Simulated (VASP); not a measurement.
Write the native input for VASP 6.6.1 that does the following.

- Task: single point
- Functional: LDA
- Potentials or basis: VASP PAW LDA potentials, release 64 (Si, O)
- Cutoff: 520 eV
- k mesh: 6 × 6 × 4
- Occupations: gaussian, width 0.02 eV
- Spin: no spin polarisation
- Dipole correction: no
- Further INCAR settings: ALGO = Normal; EDIFF = 1e-06; NBANDS = 34

The structure of SiO2 lies in POSCAR:

```
SiO2
1.0
    4.5589606033      0.0000000000      0.0000000000
   -2.2794803017      3.9481756973      0.0000000000
    0.0000000000      0.0000000000      5.6661597070
Si O
3 6
Direct
    0.0000000000      0.5000000000      0.3333333333
    0.5000000000      0.5000000000      0.6666666667
    0.5000000000      0.0000000000      0.0000000000
    0.6255763250      0.8127881625      0.8333333333
    0.8127881625      0.6255763250      0.5000000000
    0.8127881625      0.1872118375      0.1666666667
    0.3744236750      0.1872118375      0.8333333333
    0.1872118375      0.3744236750      0.5000000000
    0.1872118375      0.8127881625      0.1666666667
```

The input as run:

INCAR

```
SYSTEM = SiO2
PREC = Accurate
ENCUT = 520
EDIFF = 1E-6
ISMEAR = 0
SIGMA = 0.02
LREAL = .FALSE.
LASPH = .TRUE.
NELM = 60
ALGO = Normal
ISIF = 2
LWAVE = .FALSE.
LCHARG = .FALSE.
GGA = CA
NBANDS = 34
```

KPOINTS

```
Automatic mesh
0
G
  6 6 4
  0 0 0
```

Potentials or basis: VASP PAW LDA potentials, release 64 (Si, O).

Command:

```sh
$ cat potpaw_LDA.64/Si/POTCAR potpaw_LDA.64/O/POTCAR > POTCAR
$ mpirun -np 1 vasp_std > vasp.out
```

Results of the run:

```yaml
Pressure: 26.0 GPa
Largest_force: 0.015 eV/Å
Band_gap_on_the_k_mesh: 5.26 eV, direct
```

Wall time 65 s on 1 thread of Intel(R) Xeon(R) Platinum 8259CL CPU @ 2.50GHz (Skylake/Cascade Lake), on a shared host, peak memory 0.2 GiB.
